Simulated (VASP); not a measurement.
Wanted: the native input for a VASP 6.6.1 run.

- Task: single point
- Functional: PBEsol
- Potentials or basis: VASP PAW PBE potentials, release 64 (Zn, O)
- Cutoff: 520 eV
- k mesh: 9 × 9 × 4
- Occupations: gaussian, width 0.05 eV
- Spin: no spin polarisation
- Dipole correction: no
- Further INCAR settings: ALGO = Normal; EDIFF = 1e-07; NBANDS = 26

The structure of ZnO lies in POSCAR:

```
ZnO
1.0
    3.3372866661      0.0000000000      0.0000000000
   -1.6686433330      2.8901750325      0.0000000000
    0.0000000000      0.0000000000      7.3443545905
Zn O
2 2
Direct
    0.0000000000      0.0000000000      0.7500000000
    0.0000000000      0.0000000000      0.2500000000
    0.3333333333      0.6666666667      0.2500000000
    0.6666666667      0.3333333333      0.7500000000
```

This cell differs from its parent crystal: strain +0.015 along x and y, +0.030 along z.

The input as run:

INCAR

```
SYSTEM = ZnO
  PREC = Accurate
  ENCUT = 520
  EDIFF = 1E-7
  ISMEAR = 0
  SIGMA = 0.05
  LREAL = .FALSE.
  LASPH = .TRUE.
  NELM = 100
  ALGO = Normal
  ISIF = 2
  LWAVE = .FALSE.
  LCHARG = .FALSE.
  GGA = PS
  NBANDS = 26
```

KPOINTS

```
regular mesh
0
G
  9 9 4
  0 0 0
```

Potentials or basis: VASP PAW PBE potentials, release 64 (Zn, O).

Run with:

```bash
$ cat potpaw_PBE.64/Zn/POTCAR potpaw_PBE.64/O/POTCAR > POTCAR
$ mpirun -np 1 vasp_std > vasp.out
```

Results of the run:

| Item | Value |
| --- | --- |
| Pressure | -7.1 GPa |
| Band gap on the k mesh | 0.77 eV |

Caveat: the cell differs from its parent crystal (strain +0.015 along x and y, +0.030 along z); the cell stands under tension; the PAW data sets were made with another functional, which shifts forces and pressure a little; an odd mesh through Γ misses points on the zone boundary, where band edges can lie.

Run time: 100 s on 1 thread of Intel Xeon 8259CL, on a shared host, peak memory 0.22 GiB.
